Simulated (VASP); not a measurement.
# PbF2 (Fm-3m) in VASP: further runs

Runs on PbF2. Level: r2SCAN. Tasks: electric field gradients, phonons.

All numbers are computed with VASP 6.6.1; they aren't measurements. Logs are shortened: lines on timing, memory, paths and dates and some standing lists are left out, and cuts for length are marked.

**1. The cell of the first run**

Symmetry: Fm-3m, No. 225, cubic system. Conventional cell: a = 5.921 Å, b = 5.921 Å, c = 5.921 Å, α = 90.00°, β = 90.00°, γ = 90.00°. Within 3.4 Å of Pb (site symmetry m-3m) lie 8 F at 2.56 Å. Within 3.4 Å of F (site symmetry -43m) lie 4 Pb at 2.56 Å and 6 F at 2.96 Å.

**2. Electric field gradients, r2SCAN**

POSCAR

```
PbF2
1.0
    0.0000000000      2.9604574666      2.9604574666
    2.9604574666      0.0000000000      2.9604574666
    2.9604574666      2.9604574666      0.0000000000
Pb F
1 2
Direct
    0.0000000000      0.0000000000      0.0000000000
    0.2500000000      0.2500000000      0.2500000000
    0.7500000000      0.7500000000      0.7500000000
```

INCAR.step1

```
PREC     = Accurate       # precision mode
ENCUT    = 520            # plane-wave cutoff, eV
ISMEAR   = 0              # smearing method
SIGMA    = 0.05           # smearing width, eV
LREAL    = False          # projectors in reciprocal space
LASPH    = True           # aspherical terms in the spheres
NELM     = 100            # most SCF steps
NBANDS   = 21             # bands
GGA      = PE             # functional
ALGO     = Normal         # electronic algorithm
EDIFF    = 1E-4           # SCF threshold, eV
LWAVE    = True           # write WAVECAR
LCHARG   = False          # write CHGCAR
```

INCAR.step2

```
PREC     = Accurate       # precision mode
ENCUT    = 520            # plane-wave cutoff, eV
EDIFF    = 1E-8           # SCF threshold, eV
ISMEAR   = 0              # smearing method
SIGMA    = 0.05           # smearing width, eV
LREAL    = False          # projectors in reciprocal space
LASPH    = True           # aspherical terms in the spheres
NELM     = 100            # most SCF steps
ALGO     = Normal         # electronic algorithm
ISIF     = 2              # what is computed and relaxed
LWAVE    = False          # write WAVECAR
LCHARG   = False          # write CHGCAR
METAGGA  = R2SCAN         # meta-GGA
LMIXTAU  = True         
LEFG     = True         
NBANDS   = 21             # bands
ISTART   = 1
```

KPOINTS

```
Automatic mesh
0
Gamma
  8 8 8
```

Potentials or basis: VASP PAW PBE potentials, release 64 (Pb_d, F).

Run with:

```bash
> cat potpaw_PBE.64/Pb_d/POTCAR potpaw_PBE.64/F/POTCAR > POTCAR
> cp INCAR.step1 INCAR
> mpirun -np 1 vasp_std > vasp.out
> cp INCAR.step2 INCAR
> mpirun -np 1 vasp_std > vasp.out
```

OUTCAR:

```text
PREC = Accurate
   ENCUT = 520
   EDIFF = 1E-8
   ISMEAR = 0
   LREAL = False
   LASPH = True
   NELM = 100
   ISIF = 2
   METAGGA = R2SCAN
   ISTART = 1

 ion  position               nearest neighbor table
   1  0.000  0.000  0.000-   3 2.56   3 2.56   3 2.56   2 2.56   3 2.56   2 2.56   2 2.56   2 2.56

   2  0.250  0.250  0.250-   1 2.56   1 2.56   1 2.56   1 2.56
   3  0.750  0.750  0.750-   1 2.56   1 2.56   1 2.56   1 2.56

  LATTYP: Found a face centered cubic cell.
 ALAT       =     5.9209149332

  Lattice vectors:

 A1 = (   0.0000000000,   2.9604574666,   2.9604574666)
 A2 = (   2.9604574666,   0.0000000000,   2.9604574666)
 A3 = (   2.9604574666,   2.9604574666,   0.0000000000)

Analysis of symmetry for initial positions (statically):
=====================================================================
 Subroutine PRICEL returns:
 Original cell was already a primitive cell.

 Routine SETGRP: Setting up the symmetry group for a
 face centered cubic supercell.

 Subroutine GETGRP returns: Found 48 space group operations
 (whereof 48 operations were pure point group operations)
 out of a pool of 48 trial point group operations.

The static configuration has the point symmetry O_h .

Analysis of symmetry for dynamics (positions and initial velocities):
=====================================================================
 Subroutine PRICEL returns:
 Original cell was already a primitive cell.

 Routine SETGRP: Setting up the symmetry group for a
 face centered cubic supercell.

 Subroutine GETGRP returns: Found 48 space group operations
 (whereof 48 operations were pure point group operations)
 out of a pool of 48 trial point group operations.

The dynamic configuration has the point symmetry O_h .

 Subroutine INISYM returns: Found 48 space group operations
 (whereof 48 operations are pure point group operations),
 and found     1 'primitive' translations

----------------------------------------------------------------------------------------

                                     Primitive cell

  volume of cell :      51.8927

  direct lattice vectors                    reciprocal lattice vectors
     0.000000000  2.960457467  2.960457467    -0.168892817  0.168892817  0.168892817
     2.960457467  0.000000000  2.960457467     0.168892817 -0.168892817  0.168892817
     2.960457467  2.960457467  0.000000000     0.168892817  0.168892817 -0.168892817

  length of vectors
     4.186719100  4.186719100  4.186719100     0.292530939  0.292530939  0.292530939

  position of ions in fractional coordinates (direct lattice)
     0.000000000  0.000000000  0.000000000
     0.250000000  0.250000000  0.250000000
     0.750000000  0.750000000  0.750000000

  ion indices of the primitive-cell ions
   primitive index   ion index
                 1           1
                 2           2
                 3           3

----------------------------------------------------------------------------------------

 KPOINTS: Automatic mesh

Automatic generation of k-mesh.
 Grid dimensions read from file:
 generate k-points for:    8    8    8

 Generating k-lattice:

  Cartesian coordinates                     Fractional coordinates (reciprocal lattice)
    -0.021111602  0.021111602  0.021111602     0.125000000  0.000000000  0.000000000
     0.021111602 -0.021111602  0.021111602     0.000000000  0.125000000  0.000000000
     0.021111602  0.021111602 -0.021111602     0.000000000  0.000000000  0.125000000

  Length of vectors
     0.036566367  0.036566367  0.036566367

  Shift w.r.t. Gamma in fractional coordinates (k-lattice)
     0.000000000  0.000000000  0.000000000

 Subroutine IBZKPT returns following result:
 ===========================================

 Found     29 irreducible k-points:

 Following reciprocal coordinates:
            Coordinates               Weight
  0.000000  0.000000  0.000000      1.000000
  0.125000  0.000000  0.000000      8.000000
  0.250000  0.000000  0.000000      8.000000
  0.375000  0.000000  0.000000      8.000000
  0.500000  0.000000  0.000000      4.000000
  0.125000  0.125000  0.000000      6.000000
[... 16 lines left out ...]
  0.500000  0.250000  0.125000     48.000000
 -0.375000  0.250000  0.125000     24.000000
 [... further k-points ...]
   k-points           NKPTS =     29   k-points in BZ     NKDIM =     29   number of bands    NBANDS=     21
   number of dos      NEDOS =    301   number of ions     NIONS =      3
   total plane-waves  NPLWV =  32768
   dimension x,y,z NGX =    32 NGY =   32 NGZ =   32
   dimension x,y,z NGXF=    64 NGYF=   64 NGZF=   64
   ions per type =               1   2
   NGX,Y,Z   is equivalent  to a cutoff of  12.71, 12.71, 12.71 a.u.
   NGXF,Y,Z  is equivalent  to a cutoff of  25.41, 25.41, 25.41 a.u.
 SYSTEM =  unknown system
   PREC   = accura    normal or accurate (medium, high low for compatibility)
   ISTART =      1    job   : 0-new  1-cont  2-samecut
   ICHARG =      0    charge: 1-file 2-atom 10-const
   ISPIN  =      1    spin polarized calculation?
   LNONCOLLINEAR =      F non collinear calculations
   LSORBIT =      F    spin-orbit coupling
   LASPH  =      T    aspherical Exc in radial PAW
   ENCUT  =  520.0 eV  38.22 Ry    6.18 a.u.   7.78  7.78  7.78*2*pi/ulx,y,z
   NELM   =    100;   NELMIN=  2; NELMDL=  0     # of ELM steps
   EDIFF  = 0.1E-07   stopping-criterion for ELM
   LREAL  =      F    real-space projection
   EDIFFG = 0.1E-06   stopping-criterion for IOM
   NSW    =      0    number of steps for IOM
   IBRION =     -1    ionic relax: 0-MD 1-quasi-New 2-CG
   NFREE  =      0    steps in history (QN), initial steepest desc. (CG)
   ISIF   =      2    stress and relaxation
   ISYM   =      2    0-nonsym 1-usesym 2-fastsym
   POTIM  = 0.5000    time-step for ionic-motion
   TEBEG  =    0.0;   TEEND  =   0.0 temperature during run
   PSTRESS=    0.0 pullay stress
   NELECT =      28.0000    total number of electrons
   NUPDOWN=      -1.0000    fix difference up-down
   EMIN   =  10.00;   EMAX   =-10.00  energy-range for DOS
   EFERMI =   0.00;   METHOD = LEGACY
   ISMEAR =     0;   SIGMA  =   0.05  broadening in eV -4-tet -1-fermi 0-gaus
   EFERMI_NEDOS =   21; number of points for ismear=-14 and -15
   IALGO  =     38    algorithm
   IMIX   =      4    mixing-type and parameters
     AMIX     =   0.40;   BMIX     =  1.00
     AMIX_MAG =   1.60;   BMIX_MAG =  1.00
  volume/ion in A,a.u.               =      17.30       116.73
  Fermi-wavevector in a.u.,A,eV,Ry     =   1.332781  2.518590 24.168087  1.776304
  Thomas-Fermi vector in A             =   2.461689
   LORBIT       =      0    0 simple, 1 ext, 2 COOP (PROOUT), +10 PAW based schemes
   METAGGA = R2SCAN    functional components
   LHFCALC =     F    Hartree Fock is set to
   AEXX    =    0.0000 exact exchange contribution
   IVDW    =     0    specifies the selected vdW correction
   LEPSILON=     F    determine dielectric tensor
   LRPA    =     F    only Hartree local field effects (RPA)
 non-spin polarized calculation
 Gauss-broadening in eV      SIGMA  =   0.05
  energy-cutoff  :      520.00
  volume of cell :       51.89
 maximum number of plane-waves:      1411
   NGX = 15   NGY = 15   NGZ = 15

 number of electron      28.0000003 magnetization

 Free energy of the ion-electron system (eV)
  ---------------------------------------------------
  ext. energy  EPLUGINS =         0.00000000
  ---------------------------------------------------
  free energy    TOTEN  =       -70.16179501 eV

  energy without entropy =      -70.16179501  energy(sigma->0) =      -70.16179501

 E-fermi :   1.7563     XC(G=0): -10.0273

 val. band max:        1.5506465339   @ k =  -0.2500   0.5000   0.2500
 cond. band min:       6.4817363398   @ k =   0.5000   0.5000   0.0000
 fundamental gap:      4.9310898059
 Fermi energy:         1.7562517796

 k-point     1 :       0.0000    0.0000    0.0000
  band No.  band energies     occupation
      1     -20.8637      2.00000
      2     -20.2684      2.00000
      3     -13.3203      2.00000
      4     -13.3203      2.00000
      5     -13.3203      2.00000
      6     -13.2689      2.00000
[... 13 lines left out ...]
     20      17.4737      0.00000
     21      19.8258      0.00000

 k-point     2 :       0.1250    0.0000    0.0000
  band No.  band energies     occupation
      1     -20.8348      2.00000
      2     -20.2945      2.00000
      3     -13.3141      2.00000
      4     -13.3141      2.00000
      5     -13.2893      2.00000
      6     -13.2688      2.00000
[... 13 lines left out ...]
     20      16.9958      0.00000
     21      19.1450      0.00000

 k-point     3 :       0.2500    0.0000    0.0000
  band No.  band energies     occupation
      1     -20.7593      2.00000
      2     -20.3615      2.00000
      3     -13.3054      2.00000
      4     -13.3054      2.00000
      5     -13.2621      2.00000
      6     -13.2621      2.00000
[... 13 lines left out ...]
     20      16.3637      0.00000
     21      17.8703      0.00000
[... 457 lines left out ...]
 k-point    23 :       0.5000    0.2500    0.1250
  band No.  band energies     occupation
      1     -20.6288      2.00000
      2     -20.4732      2.00000
      3     -13.2898      2.00000
      4     -13.2792      2.00000
      5     -13.2540      2.00000
      6     -13.2201      2.00000
[... 13 lines left out ...]
     20      18.1052      0.00000
     21      18.8144      0.00000

 k-point    24 :      -0.3750    0.2500    0.1250
  band No.  band energies     occupation
      1     -20.5649      2.00000
      2     -20.5328      2.00000
      3     -13.2901      2.00000
      4     -13.2813      2.00000
      5     -13.2419      2.00000
      6     -13.2115      2.00000
[... 13 lines left out ...]
     20      18.3849      0.00000
     21      18.7674      0.00000

 [... further k-points ...]

------------------------ aborting loop because EDIFF is reached ----------------------------------------

  FORCE on cell =-STRESS in cart. coord.  units (eV):
  Direction    XX          YY          ZZ          XY          YZ          ZX
  --------------------------------------------------------------------------------------
  -------------------------------------------------------------------------------------
  Total       -0.0231380     -0.0231380     -0.0231380     -0.0000000      0.0000000      0.0000000
  in kB       -0.7143812     -0.7143812     -0.7143812     -0.0000000      0.0000000      0.0000000
  external PRESSURE =      -0.7143812 kB  Pullay stress =       0.0000000 kB

 VOLUME and BASIS-vectors are now :
 -----------------------------------------------------------------------------
  energy-cutoff  :      520.00
  volume of cell :       51.89
      direct lattice vectors                 reciprocal lattice vectors
     0.000000000  2.960457467  2.960457467    -0.168892817  0.168892817  0.168892817
     2.960457467  0.000000000  2.960457467     0.168892817 -0.168892817  0.168892817
     2.960457467  2.960457467  0.000000000     0.168892817  0.168892817 -0.168892817

 POSITION                                       TOTAL-FORCE (eV/Angst)
 -----------------------------------------------------------------------------------
      0.00000      0.00000      0.00000        -0.000000      0.000000     -0.000000
      1.48023      1.48023      1.48023        -0.000000     -0.000000     -0.000000
      4.44069      4.44069      4.44069         0.000000      0.000000      0.000000
 -----------------------------------------------------------------------------------
    total drift:                                0.000000     -0.000000      0.000000

  FREE ENERGIE OF THE ION-ELECTRON SYSTEM (eV)
  ---------------------------------------------------
  free  energy   TOTEN  =       -70.1617950061 eV

  energy  without entropy=      -70.1617950061  energy(sigma->0) =      -70.16179501

 Electric field gradients (V/A^2)
---------------------------------------------------------------------
 ion       V_xx      V_yy      V_zz      V_xy      V_xz      V_yz
---------------------------------------------------------------------
   1      -0.000     0.000     0.000    -0.001    -0.001    -0.001
   2       0.000     0.000     0.000     0.002     0.002     0.002
   3       0.000     0.000     0.000     0.002     0.002     0.002
---------------------------------------------------------------------

 Electric field gradients after diagonalization (V/A^2)
 (convention: |V_zz| > |V_xx| > |V_yy|)
----------------------------------------------------------------------
 ion       V_xx      V_yy      V_zz     asymmetry (V_yy - V_xx)/ V_zz
----------------------------------------------------------------------
   1       0.001     0.001    -0.002       0.000
   2      -0.002    -0.002     0.003       0.000
   3      -0.002    -0.002     0.003       0.000
----------------------------------------------------------------------

           NMR quadrupolar parameters

 Cq : quadrupolar parameter    Cq=e*Q*V_zz/h
 eta: asymmetry parameters     (V_yy - V_xx)/ V_zz
 Q  : nuclear electric quadrupole moment in mb (millibarn)
----------------------------------------------------------------------
 ion       Cq(MHz)       eta       Q (mb)
----------------------------------------------------------------------
   1      -0.000       0.000       1.000
   2       0.000       0.000       1.000
   3       0.000       0.000       1.000
----------------------------------------------------------------------
```

Run time: 2.6 min. Hardware: 1 thread of Intel Xeon 8259CL, shared host; peak memory 0.2 GiB.

What came out:

```yaml
Free_energy: -70.1618 eV
Pressure: -0.1 GPa
Band_gap_on_the_k_mesh: 4.93 eV (least direct gap 5.08 eV)
Largest_electric_field_gradient_by_atom: zero within the noise of the run
```

Levels at points of the mesh, in eV from the valence-band top:
| k point | band 11 | band 12 | band 13 | band 14 | band 15 | band 16 | band 17 | band 18 |
| --- | --- | --- | --- | --- | --- | --- | --- | --- |
| (0.00, 0.00, 0.00) | -2.67 | -2.16 | -2.16 | -2.16 | 7.30 | 7.30 | 7.30 | 10.69 |
| (0.50, 0.00, 0.00) | -2.85 | -2.34 | -2.34 | -0.06 | 5.38 | 8.25 | 8.25 | 13.45 |
| (0.50, 0.50, 0.00) | -1.75 | -1.75 | -1.75 | -0.14 | 4.93 | 8.46 | 8.46 | 9.07 |

Caveat: the PAW data sets were made with another functional, which shifts forces and pressure a little; spin-orbit coupling is left out, which moves the levels of the heavy elements. A k mesh can miss the band edges.

[end of part 1 of 2]
